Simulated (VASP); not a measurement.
A run of VASP 6.6.1 is set up as follows.

The input INCAR:

```
PREC = Accurate
ENCUT = 520
EDIFF = 1E-6
ISMEAR = 0
SIGMA = 0.15
LREAL = F
LASPH = T
NELM = 60
ALGO = Normal
ISIF = 2
LWAVE = F
LCHARG = T
GGA = PS
LELF = T
LVHAR = T
NBANDS = 19
```

Contents of KPOINTS:

```
regular mesh
0
Gamma
  18 18 10
```

File POSCAR:

```
Ti
1.0
    2.7139980316      0.0000000000      0.0000000000
   -1.3569990158      2.3503912412      0.0000000000
    0.0000000000      0.0000000000      4.3111200000
Ti
2
Direct
    0.3333333333      0.6666666667      0.2500000000
    0.6666666667      0.3333333333      0.7500000000
```

Potentials or basis: VASP PAW PBE potentials, release 64 (Ti_sv).

Command:

```console
$ cat potpaw_PBE.64/Ti_sv/POTCAR > POTCAR
$ mpirun -np 1 vasp_std > vasp.out
```

(1) Predict the band gap on the k mesh.

(2) Estimate the pressure.

Answers

(1) zero (band 12 reaches 11.85 eV, above the bottom of band 13 at 10.63 eV).

(2) 31.8 GPa.

Caveat: the cell differs from its parent crystal (strain -0.080 along x and y, -0.080 along z); the PAW data sets were made with another functional, which shifts forces and pressure a little.
